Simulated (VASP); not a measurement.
CsI, 2 atoms in the cell. The structure is cubic, space group Pm-3m (No. 221). Conventional cell: a = 4.608 Å, b = 4.608 Å, c = 4.608 Å, α = 90.00°, β = 90.00°, γ = 90.00°. Within 5.2 Å of Cs (site symmetry m-3m) lie 8 I at 3.99 Å and 6 Cs at 4.61 Å. Within 5.2 Å of I (site symmetry m-3m) lie 8 Cs at 3.99 Å and 6 I at 4.61 Å. 

- Program: VASP 6.6.1
- Task: single point
- Functional: PBE
- Potentials or basis: VASP PAW PBE potentials, release 64 (Cs_sv, I)
- Cutoff: 500 eV
- k mesh: 4 × 4 × 4
- Occupations: gaussian, width 0.01 eV
- Spin: no spin polarisation
- Dipole correction: no
- Further INCAR settings: ALGO = Normal; EDIFF = 1e-06; NBANDS = 15

Potentials or basis: VASP PAW PBE potentials, release 64 (Cs_sv, I).

Launch:

```sh
$ cat potpaw_PBE.64/Cs_sv/POTCAR potpaw_PBE.64/I/POTCAR > POTCAR
$ mpirun -np 1 vasp_std > vasp.out
```

Hardware: 1 thread of Intel(R) Xeon(R) Platinum 8375C CPU @ 2.90GHz (Ice Lake), with other jobs on the host.

Problem. Estimate the wall time of this run.

Solution. Run time: 16 s on 1 thread of Intel(R) Xeon(R) Platinum 8375C CPU @ 2.90GHz (Ice Lake) (shared host), peak memory 0.2 GiB. Counts: scf iterations 13, k points 10.
